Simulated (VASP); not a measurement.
# Ta (P6_3/mmc) in VASP: further runs

Ta is run at these levels: LDA; tasks: single point.

Program: VASP 6.6.1. These are calculated values, not measurements. Logs are shortened: lines on timing, memory, paths and dates and some standing lists are left out, and cuts for length are marked.

### Step 1. The cell of the first run

It takes space group P6_3/mmc (No. 194, hexagonal). Conventional cell: a = 2.900 Å, b = 2.900 Å, c = 5.166 Å, α = 90.00°, β = 90.00°, γ = 120.00°. Ta (site symmetry -6m2) has 12 Ta at 2.90 to 3.08 Å within 3.8 Å.

### Step 2. Single point, LDA

File INCAR:

```
SYSTEM = Ta
PREC     = Accurate       ! precision mode
ENCUT    = 520            ! plane-wave cutoff, eV
EDIFF    = 1E-6           ! SCF threshold, eV
ISMEAR   = -1             ! smearing method
SIGMA    = 0.05           ! smearing width, eV
LREAL    = .FALSE.        ! projectors in reciprocal space
LASPH    = .TRUE.         ! aspherical terms in the spheres
NELM     = 100            ! most SCF steps
ALGO     = Normal         ! electronic algorithm
ISIF     = 2              ! what is computed and relaxed
LWAVE    = .FALSE.        ! write WAVECAR
LCHARG   = .FALSE.        ! write CHGCAR
GGA      = CA             ! functional
NBANDS   = 18             ! bands
```

File KPOINTS:

```
Automatic mesh
0
G
  11 11 6
  0 0 0
```

File POSCAR:

```
Ta
1.0
    2.9003720726      0.0000000000      0.0000000000
   -1.4501860363      2.5117958953      0.0000000000
    0.0000000000      0.0000000000      5.1662740000
Ta
2
Direct
    0.6666666667      0.3333333333      0.7500000000
    0.3333333333      0.6666666667      0.2500000000
```

Potentials or basis: VASP PAW LDA potentials, release 64 (Ta_pv).

Command:

```
cat potpaw_LDA.64/Ta_pv/POTCAR > POTCAR
mpirun -np 1 vasp_std > vasp.out
```

OUTCAR:

```text
SYSTEM = Ta
   PREC = Accurate
   ENCUT = 520
   EDIFF = 1E-6
   ISMEAR = -1
   LREAL = .FALSE.
   LASPH = .TRUE.
   NELM = 100
   ISIF = 2
   GGA = CA

 ion  position               nearest neighbor table
   1  0.667  0.333  0.750-   2 3.08   2 3.08   2 3.08   2 3.08   2 3.08   2 3.08
   2  0.333  0.667  0.250-   1 3.08   1 3.08   1 3.08   1 3.08   1 3.08   1 3.08

  LATTYP: Found a hexagonal cell.
 ALAT       =     2.9003720726
 C/A-ratio  =     1.7812452577

  Lattice vectors:

 A1 = (   2.9003720726,   0.0000000000,   0.0000000000)
 A2 = (  -1.4501860363,   2.5117958953,   0.0000000000)
 A3 = (   0.0000000000,   0.0000000000,   5.1662740000)

Analysis of symmetry for initial positions (statically):
=====================================================================
 Subroutine PRICEL returns:
 Original cell was already a primitive cell.

 Routine SETGRP: Setting up the symmetry group for a
 hexagonal supercell.

 Subroutine GETGRP returns: Found 24 space group operations
 (whereof 12 operations were pure point group operations)
 out of a pool of 24 trial point group operations.

The static configuration has the point symmetry D_3d.
 The point group associated with its full space group is D_6h.

Analysis of symmetry for dynamics (positions and initial velocities):
=====================================================================
 Subroutine PRICEL returns:
 Original cell was already a primitive cell.

 Routine SETGRP: Setting up the symmetry group for a
 hexagonal supercell.

 Subroutine GETGRP returns: Found 24 space group operations
 (whereof 12 operations were pure point group operations)
 out of a pool of 24 trial point group operations.

The dynamic configuration has the point symmetry D_3d.
 The point group associated with its full space group is D_6h.

 Subroutine INISYM returns: Found 24 space group operations
 (whereof 12 operations are pure point group operations),
 and found     1 'primitive' translations

----------------------------------------------------------------------------------------

                                     Primitive cell

  volume of cell :      37.6370

  direct lattice vectors                    reciprocal lattice vectors
     2.900372073  0.000000000  0.000000000     0.344783350  0.199060760  0.000000000
    -1.450186036  2.511795895  0.000000000     0.000000000  0.398121520  0.000000000
     0.000000000  0.000000000  5.166274000     0.000000000  0.000000000  0.193563098

  length of vectors
     2.900372073  2.900372073  5.166274000     0.398121520  0.398121520  0.193563098

  position of ions in fractional coordinates (direct lattice)
     0.666666667  0.333333333  0.750000000
     0.333333333  0.666666667  0.250000000

  ion indices of the primitive-cell ions
   primitive index   ion index
                 1           1
                 2           2

----------------------------------------------------------------------------------------

 KPOINTS: Automatic mesh

Automatic generation of k-mesh.
 Grid dimensions read from file:
 generate k-points for:   11   11    6

 Generating k-lattice:

  Cartesian coordinates                     Fractional coordinates (reciprocal lattice)
     0.031343941  0.018096433  0.000000000     0.090909091 -0.000000000  0.000000000
     0.000000000  0.036192865  0.000000000     0.000000000  0.090909091  0.000000000
     0.000000000  0.000000000  0.032260516     0.000000000  0.000000000  0.166666667

  Length of vectors
     0.036192865  0.036192865  0.032260516

  Shift w.r.t. Gamma in fractional coordinates (k-lattice)
     0.000000000  0.000000000  0.000000000

 Subroutine IBZKPT returns following result:
 ===========================================

 Found     64 irreducible k-points:

 Following reciprocal coordinates:
            Coordinates               Weight
  0.000000  0.000000  0.000000      1.000000
  0.090909  0.000000  0.000000      6.000000
  0.181818  0.000000  0.000000      6.000000
  0.272727  0.000000  0.000000      6.000000
  0.363636  0.000000  0.000000      6.000000
  0.454545  0.000000  0.000000      6.000000
[... 16 lines left out ...]
  0.090909  0.090909  0.166667     12.000000
  0.181818  0.090909  0.166667     24.000000
 [... further k-points ...]
   k-points           NKPTS =     64   k-points in BZ     NKDIM =     64   number of bands    NBANDS=     18
   number of dos      NEDOS =    301   number of ions     NIONS =      2
   total plane-waves  NPLWV =  23040
   dimension x,y,z NGX =    24 NGY =   24 NGZ =   40
   dimension x,y,z NGXF=    48 NGYF=   48 NGZF=   80
   ions per type =               2
   NGX,Y,Z   is equivalent  to a cutoff of  13.76, 13.76, 12.87 a.u.
   NGXF,Y,Z  is equivalent  to a cutoff of  27.51, 27.51, 25.74 a.u.
 SYSTEM =  Ta
   PREC   = accura    normal or accurate (medium, high low for compatibility)
   ISTART =      0    job   : 0-new  1-cont  2-samecut
   ICHARG =      2    charge: 1-file 2-atom 10-const
   ISPIN  =      1    spin polarized calculation?
   LNONCOLLINEAR =      F non collinear calculations
   LSORBIT =      F    spin-orbit coupling
   LASPH  =      T    aspherical Exc in radial PAW
   ENCUT  =  520.0 eV  38.22 Ry    6.18 a.u.   5.39  5.39  9.61*2*pi/ulx,y,z
   NELM   =    100;   NELMIN=  2; NELMDL= -5     # of ELM steps
   EDIFF  = 0.1E-05   stopping-criterion for ELM
   LREAL  =      F    real-space projection
   EDIFFG = 0.1E-04   stopping-criterion for IOM
   NSW    =      0    number of steps for IOM
   IBRION =     -1    ionic relax: 0-MD 1-quasi-New 2-CG
   NFREE  =      0    steps in history (QN), initial steepest desc. (CG)
   ISIF   =      2    stress and relaxation
   ISYM   =      2    0-nonsym 1-usesym 2-fastsym
   POTIM  = 0.5000    time-step for ionic-motion
   TEBEG  =    0.0;   TEEND  =   0.0 temperature during run
   PSTRESS=    0.0 pullay stress
   NELECT =      22.0000    total number of electrons
   NUPDOWN=      -1.0000    fix difference up-down
   EMIN   =  10.00;   EMAX   =-10.00  energy-range for DOS
   EFERMI =   0.00;   METHOD = LEGACY
   ISMEAR =    -1;   SIGMA  =   0.05  broadening in eV -4-tet -1-fermi 0-gaus
   EFERMI_NEDOS =   21; number of points for ismear=-14 and -15
   IALGO  =     38    algorithm
   IMIX   =      4    mixing-type and parameters
     AMIX     =   0.40;   BMIX     =  1.00
     AMIX_MAG =   1.60;   BMIX_MAG =  1.00
  volume/ion in A,a.u.               =      18.82       126.99
  Fermi-wavevector in a.u.,A,eV,Ry     =   1.368812  2.586680 25.492516  1.873647
  Thomas-Fermi vector in A             =   2.494743
   LORBIT       =      0    0 simple, 1 ext, 2 COOP (PROOUT), +10 PAW based schemes
   GGA     = CA    functional components
   LHFCALC =     F    Hartree Fock is set to
   AEXX    =    0.0000 exact exchange contribution
   IVDW    =     0    specifies the selected vdW correction
   LEPSILON=     F    determine dielectric tensor
   LRPA    =     F    only Hartree local field effects (RPA)
 non-spin polarized calculation
  energy-cutoff  :      520.00
  volume of cell :       37.64
 maximum number of plane-waves:      1045
 NGX is ok and might be reduce to    24
   NGX = 11   NGY = 11   NGZ = 19

 number of electron      22.0000003 magnetization

 Free energy of the ion-electron system (eV)
  ---------------------------------------------------
  ext. energy  EPLUGINS =         0.00000000
  ---------------------------------------------------
  free energy    TOTEN  =       -24.98684525 eV

  energy without entropy =      -24.97102110  energy(sigma->0) =      -24.97893317

 E-fermi :   5.4455     XC(G=0): -12.5627

 val. band max:        5.4208715047   @ k =   0.1818   0.0000   0.0000
 cond. band min:       5.4533392899   @ k =   0.0909   0.0909   0.1667
 fundamental gap:      0.0324677852
 Fermi energy:         5.4455322636

 k-point     1 :       0.0000    0.0000    0.0000
  band No.  band energies     occupation
      1     -28.9475      2.00000
      2     -28.1219      2.00000
      3     -27.9990      2.00000
      4     -27.9990      2.00000
      5     -27.9155      2.00000
      6     -27.9155      2.00000
[... 10 lines left out ...]
     17      10.4937      0.00000
     18      10.4937      0.00000

 k-point     2 :       0.0909    0.0000    0.0000
  band No.  band energies     occupation
      1     -28.9210      2.00000
      2     -28.1250      2.00000
      3     -28.0849      2.00000
      4     -28.0223      2.00000
      5     -28.0033      2.00000
      6     -27.9314      2.00000
[... 10 lines left out ...]
     17      10.6146      0.00000
     18      11.1564      0.00000

 k-point     3 :       0.1818    0.0000    0.0000
  band No.  band energies     occupation
      1     -28.8464      2.00000
      2     -28.3126      2.00000
      3     -28.2310      2.00000
      4     -28.1363      2.00000
      5     -28.0830      2.00000
      6     -27.9749      2.00000
[... 10 lines left out ...]
     17      10.8017      0.00000
     18      12.4910      0.00000

 k-point     4 :       0.2727    0.0000    0.0000
  band No.  band energies     occupation
      1     -28.7386      2.00000
      2     -28.6045      2.00000
      3     -28.5142      2.00000
      4     -28.1607      2.00000
      5     -28.1598      2.00000
      6     -28.0331      2.00000
[... 375 lines left out ...]
      4     -28.2584      2.00000
      5     -28.2481      2.00000
      6     -28.1293      2.00000
[... 10 lines left out ...]
     17      11.8977      0.00000
     18      12.5457      0.00000

 k-point    23 :       0.0909    0.0909    0.1667
  band No.  band energies     occupation
      1     -28.8275      2.00000
      2     -28.2322      2.00000
      3     -28.2183      2.00000
      4     -28.1317      2.00000
      5     -28.0466      2.00000
      6     -27.9789      2.00000
[... 10 lines left out ...]
     17      10.5224      0.00000
     18      11.5780      0.00000

 k-point    24 :       0.1818    0.0909    0.1667
  band No.  band energies     occupation
      1     -28.7555      2.00000
      2     -28.4601      2.00000
      3     -28.4279      2.00000
      4     -28.1813      2.00000
      5     -28.1236      2.00000
      6     -28.0457      2.00000
[... 10 lines left out ...]
     17      10.4759      0.00000
     18      12.3282      0.00000

 [... further k-points ...]

------------------------ aborting loop because EDIFF is reached ----------------------------------------

  FORCE on cell =-STRESS in cart. coord.  units (eV):
  Direction    XX          YY          ZZ          XY          YZ          ZX
  --------------------------------------------------------------------------------------
  -------------------------------------------------------------------------------------
  Total       -2.7687911     -2.7687911     -2.3443489      0.0000000      0.0000000      0.0000000
  in kB     -117.8651128   -117.8651128    -99.7969657      0.0000000      0.0000000      0.0000000
  external PRESSURE =    -111.8423971 kB  Pullay stress =       0.0000000 kB

 VOLUME and BASIS-vectors are now :
 -----------------------------------------------------------------------------
  energy-cutoff  :      520.00
  volume of cell :       37.64
      direct lattice vectors                 reciprocal lattice vectors
     2.900372073  0.000000000  0.000000000     0.344783350  0.199060760  0.000000000
    -1.450186036  2.511795895  0.000000000     0.000000000  0.398121520  0.000000000
     0.000000000  0.000000000  5.166274000     0.000000000  0.000000000  0.193563098

 POSITION                                       TOTAL-FORCE (eV/Angst)
 -----------------------------------------------------------------------------------
      1.45019      0.83727      3.87471        -0.000000      0.000000      0.000000
     -0.00000      1.67453      1.29157         0.000000     -0.000000      0.000000
 -----------------------------------------------------------------------------------
    total drift:                               -0.000000      0.000000     -0.000000

  FREE ENERGIE OF THE ION-ELECTRON SYSTEM (eV)
  ---------------------------------------------------
  free  energy   TOTEN  =       -24.9868452458 eV

  energy  without entropy=      -24.9710211038  energy(sigma->0) =      -24.97893317
```

Wall time 21 s (1 thread of Intel Xeon Platinum 8259CL at 2.50GHz (Skylake/Cascade Lake), shared host); peak memory 0.16 GiB.

What came out:

* Free energy: -24.9868 eV
* Pressure: -11.2 GPa
* Band gap on the k mesh: zero (band 11 reaches 6.93 eV, above the bottom of band 12 at 4.70 eV)

Caveat: spin-orbit coupling is left out, which moves the levels of the heavy elements.

### Step 3. Single point, LDA, collinear spin, zero start

File INCAR:

```
PREC = Accurate
ENCUT = 520
EDIFF = 1E-7
ISMEAR = -1
SIGMA = 0.05
LREAL = False
LASPH = True
NELM = 150
ALGO = Normal
ISIF = 2
LWAVE = False
LCHARG = True
ISPIN = 2
MAGMOM = 0 0
LORBIT = 11
NUPDOWN = 0.0
LMAXMIX = 4
LELF = True
LVHAR = True
NBANDS = 22
```

File KPOINTS:

```
Automatic mesh
0
Gamma
  11 11 6
```

POSCAR is that of step 2.

Potentials or basis: VASP PAW LDA potentials, release 64 (Ta_pv).

Command:

```
cat potpaw_LDA.64/Ta_pv/POTCAR > POTCAR
mpirun -np 1 vasp_std > vasp.out
```

Run time: 63 s. Hardware: 1 thread of Intel Xeon Platinum 8259CL at 2.50GHz (Skylake/Cascade Lake), shared host; peak memory 0.2 GiB.

Results (log left out):

```
Free energy                                           : -24.9868 eV
Pressure                                              : -11.2 GPa
Net moment                                            : 0.00 μB per cell
Valence electrons inside the program's atomic spheres : Ta 8.89
```

Stress tensor (GPa, compression positive):
```
-11.78   0.00   0.00
  0.00 -11.78   0.00
  0.00   0.00  -9.96
```

Caveat: spin-orbit coupling is left out, which moves the levels of the heavy elements; the total moment is fixed, so each spin has its own Fermi level.
